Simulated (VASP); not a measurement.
# InO in VASP: a series of runs, part 3 of 3

VASP 6.6.1. The steps go on from the part before.

### 7 Single point, r2SCAN (strain +0.080 along x and y, +0.040 along z)

POSCAR

```
InO
1.0
    3.7299029054      0.0000000000      0.0000000000
   -1.8649514527      3.2301906697      0.0000000000
    0.0000000000      0.0000000000     16.5121840000
In O
2 2
Direct
    0.6666666667      0.3333333333      0.5900210000
    0.6666666667      0.3333333333      0.4099790000
    0.0000000000      0.0000000000      0.6398670000
    0.0000000000      0.0000000000      0.3601330000
```

INCAR.step1

```
PREC     = Accurate       # precision mode
ENCUT    = 520            # plane-wave cutoff, eV
ISMEAR   = 0              # smearing method
SIGMA    = 0.05           # smearing width, eV
LREAL    = F              # projectors in reciprocal space
LASPH    = T              # aspherical terms in the spheres
NELM     = 100            # most SCF steps
NBANDS   = 27             # bands
GGA      = PE             # functional
ALGO     = Normal         # electronic algorithm
EDIFF    = 1E-4           # SCF threshold, eV
LWAVE    = T              # write WAVECAR
LCHARG   = F              # write CHGCAR
```

INCAR.step2

```
PREC     = Accurate       # precision mode
ENCUT    = 520            # plane-wave cutoff, eV
EDIFF    = 1E-6           # SCF threshold, eV
ISMEAR   = 0              # smearing method
SIGMA    = 0.05           # smearing width, eV
LREAL    = F              # projectors in reciprocal space
LASPH    = T              # aspherical terms in the spheres
NELM     = 100            # most SCF steps
ALGO     = Normal         # electronic algorithm
ISIF     = 2              # what is computed and relaxed
LWAVE    = F              # write WAVECAR
LCHARG   = F              # write CHGCAR
METAGGA  = R2SCAN         # meta-GGA
LMIXTAU  = T            
NBANDS   = 27             # bands
ISTART   = 1
```

KPOINTS

```
Automatic mesh
0
Gamma
  12 12 2
```

Potentials or basis: VASP PAW PBE potentials, release 64 (In_d, O).

Launch:

```
> cat potpaw_PBE.64/In_d/POTCAR potpaw_PBE.64/O/POTCAR > POTCAR
> cp INCAR.step1 INCAR
> mpirun -np 1 vasp_std > vasp.out
> cp INCAR.step2 INCAR
> mpirun -np 1 vasp_std > vasp.out
```

OUTCAR:

```text
PREC = Accurate
   ENCUT = 520
   EDIFF = 1E-6
   ISMEAR = 0
   LREAL = F
   LASPH = T
   NELM = 100
   ISIF = 2
   METAGGA = R2SCAN
   ISTART = 1

 ion  position               nearest neighbor table
   1  0.667  0.333  0.590-   3 2.31   3 2.31   3 2.31   2 2.97
   2  0.667  0.333  0.410-   4 2.31   4 2.31   4 2.31   1 2.97
   3  0.000  0.000  0.640-   1 2.31   1 2.31   1 2.31
   4  0.000  0.000  0.360-   2 2.31   2 2.31   2 2.31

  LATTYP: Found a hexagonal cell.
 ALAT       =     3.7299029054
 C/A-ratio  =     4.4269742186

  Lattice vectors:

 A1 = (   3.7299029054,   0.0000000000,   0.0000000000)
 A2 = (  -1.8649514527,   3.2301906697,   0.0000000000)
 A3 = (   0.0000000000,   0.0000000000,  16.5121840000)

Analysis of symmetry for initial positions (statically):
=====================================================================
 Subroutine PRICEL returns:
 Original cell was already a primitive cell.

 Routine SETGRP: Setting up the symmetry group for a
 hexagonal supercell.

 Subroutine GETGRP returns: Found 12 space group operations
 (whereof 12 operations were pure point group operations)
 out of a pool of 24 trial point group operations.

The static configuration has the point symmetry D_3h.

Analysis of symmetry for dynamics (positions and initial velocities):
=====================================================================
 Subroutine PRICEL returns:
 Original cell was already a primitive cell.

 Routine SETGRP: Setting up the symmetry group for a
 hexagonal supercell.

 Subroutine GETGRP returns: Found 12 space group operations
 (whereof 12 operations were pure point group operations)
 out of a pool of 24 trial point group operations.

The dynamic configuration has the point symmetry D_3h.
[... 117 lines left out ...]
   EFERMI =   0.00;   METHOD = LEGACY
   ISMEAR =     0;   SIGMA  =   0.05  broadening in eV -4-tet -1-fermi 0-gaus
   EFERMI_NEDOS =   21; number of points for ismear=-14 and -15
   IALGO  =     38    algorithm
   IMIX   =      4    mixing-type and parameters
     AMIX     =   0.40;   BMIX     =  1.00
     AMIX_MAG =   1.60;   BMIX_MAG =  1.00
  volume/ion in A,a.u.               =      49.74       335.63
  Fermi-wavevector in a.u.,A,eV,Ry     =   0.942814  1.781660 12.094191  0.888898
  Thomas-Fermi vector in A             =   2.070460
   LORBIT       =      0    0 simple, 1 ext, 2 COOP (PROOUT), +10 PAW based schemes
   METAGGA = R2SCAN    functional components
   LHFCALC =     F    Hartree Fock is set to
   AEXX    =    0.0000 exact exchange contribution
   IVDW    =     0    specifies the selected vdW correction
   LEPSILON=     F    determine dielectric tensor
   LRPA    =     F    only Hartree local field effects (RPA)
 non-spin polarized calculation
 Gauss-broadening in eV      SIGMA  =   0.05
  energy-cutoff  :      520.00
  volume of cell :      198.94
 maximum number of plane-waves:      5385
 NGX is ok and might be reduce to    28
   NGX = 13   NGY = 13   NGZ = 61

 number of electron      38.0000005 magnetization

 Free energy of the ion-electron system (eV)
  ---------------------------------------------------
  ext. energy  EPLUGINS =         0.00000000
  ---------------------------------------------------
  free energy    TOTEN  =       -61.02924368 eV

  energy without entropy =      -61.02924368  energy(sigma->0) =      -61.02924368

 E-fermi :  -2.6814     XC(G=0):  -4.4848

 val. band max:       -2.9250982734   @ k =   0.1667   0.1667   0.0000
 cond. band min:      -2.4631278976   @ k =   0.0000   0.0000   0.5000
 fundamental gap:      0.4619703758
 Fermi energy:        -2.6814019445

 k-point     1 :       0.0000    0.0000    0.0000
  band No.  band energies     occupation
      1     -20.4084      2.00000
      2     -20.3980      2.00000
      3     -16.7975      2.00000
      4     -16.7413      2.00000
      5     -16.7412      2.00000
      6     -16.7015      2.00000
[... 709 lines left out ...]
     26       6.0051      0.00000
     27       6.2237      0.00000

 [... further k-points ...]

------------------------ aborting loop because EDIFF is reached ----------------------------------------

  FORCE on cell =-STRESS in cart. coord.  units (eV):
  Direction    XX          YY          ZZ          XY          YZ          ZX
  --------------------------------------------------------------------------------------
  -------------------------------------------------------------------------------------
  Total       -9.9191709     -9.9191709     -4.0478376      0.0000000      0.0000000      0.0000000
  in kB      -79.8832549    -79.8832549    -32.5989381      0.0000000      0.0000000      0.0000000
  external PRESSURE =     -64.1218160 kB  Pullay stress =       0.0000000 kB

 VOLUME and BASIS-vectors are now :
 -----------------------------------------------------------------------------
  energy-cutoff  :      520.00
  volume of cell :      198.94
      direct lattice vectors                 reciprocal lattice vectors
     3.729902905  0.000000000  0.000000000     0.268103494  0.154789624  0.000000000
    -1.864951453  3.230190670  0.000000000     0.000000000  0.309579248  0.000000000
     0.000000000  0.000000000 16.512184000     0.000000000  0.000000000  0.060561341

 POSITION                                       TOTAL-FORCE (eV/Angst)
 -----------------------------------------------------------------------------------
      1.86495      1.07673      9.74254         0.000000      0.000000      0.897280
      1.86495      1.07673      6.76965        -0.000000      0.000000     -0.897280
      0.00000      0.00000     10.56560        -0.000000     -0.000000     -1.439666
      0.00000      0.00000      5.94658        -0.000000     -0.000000      1.439666
 -----------------------------------------------------------------------------------
    total drift:                               -0.000012      0.000007      0.000000

  FREE ENERGIE OF THE ION-ELECTRON SYSTEM (eV)
  ---------------------------------------------------
  free  energy   TOTEN  =       -61.0292436831 eV

  energy  without entropy=      -61.0292436831  energy(sigma->0) =      -61.02924368
```

OUTCAR.step1:

```text
PREC = Accurate
   ENCUT = 520
   ISMEAR = 0
   LREAL = F
[... 950 lines left out ...]
      1.86495      1.07673      9.74254         0.000000      0.000000      0.750485
      1.86495      1.07673      6.76965         0.000000     -0.000000     -0.750485
      0.00000      0.00000     10.56560        -0.000000      0.000000     -1.119330
      0.00000      0.00000      5.94658        -0.000000      0.000000      1.119330
 -----------------------------------------------------------------------------------
    total drift:                               -0.000001      0.000000      0.000000

  FREE ENERGIE OF THE ION-ELECTRON SYSTEM (eV)
  ---------------------------------------------------
  free  energy   TOTEN  =       -18.6947887367 eV

  energy  without entropy=      -18.6947440663  energy(sigma->0) =      -18.69476640
```

Wall time 7.2 min (1 thread of Intel Xeon 6975P-C (Granite Rapids), shared host); peak memory 0.44 GiB.

Results:

```yaml
Free_energy: -61.0292 eV
Largest_force: 1.440 eV/Å
Band_gap_on_the_k_mesh: 0.46 eV (least direct gap 0.79 eV)
```

Forces on the atoms (eV/Å):
```
In   0.000  0.000  0.897
In   0.000  0.000 -0.897
O    0.000  0.000 -1.440
O    0.000  0.000  1.440
```

Caveat: the cell differs from its parent crystal (strain +0.080 along x and y, +0.040 along z); there is no dipole correction, which matters where the two faces differ; the PAW data sets were made with another functional, which shifts forces and pressure a little; spin-orbit coupling is left out, which moves the levels of the heavy elements.

### 8 The runs side by side

| cell | gap on the mesh (eV) | largest force (eV/Å) |
| --- | --- | --- |
| a = 3.592, b = 3.592, c = 15.877 Å, angles 90.0, 90.0, 120.0°, 4 atoms | 0.68 | 0.90 |
| a = 3.730, b = 3.730, c = 15.242 Å, angles 90.0, 90.0, 120.0°, 4 atoms | 0.47 | 1.50 |
| a = 3.592, b = 3.592, c = 16.512 Å, angles 90.0, 90.0, 120.0°, 4 atoms | 0.56 | 1.14 |
| a = 3.730, b = 3.730, c = 15.877 Å, angles 90.0, 90.0, 120.0°, 4 atoms | 0.47 | 1.24 |
| a = 3.592, b = 3.592, c = 17.147 Å, angles 90.0, 90.0, 120.0°, 4 atoms | 0.43 | 1.36 |
| a = 3.730, b = 3.730, c = 16.512 Å, angles 90.0, 90.0, 120.0°, 4 atoms | 0.46 | 1.44 |

Alike in all rows: task single point; level r2SCAN; potentials or basis VASP PAW PBE potentials, release 64 (In_d, O); no spin polarisation; k mesh 12 × 12 × 2; cutoff (eV) 520; smearing gaussian 0.05 eV.

Caveats: there is no dipole correction, which matters where the two faces differ; the PAW data sets were made with another functional, which shifts forces and pressure a little; spin-orbit coupling is left out, which moves the levels of the heavy elements.

Total energies depend on the potentials used, so only differences within one code and one set of settings carry meaning.
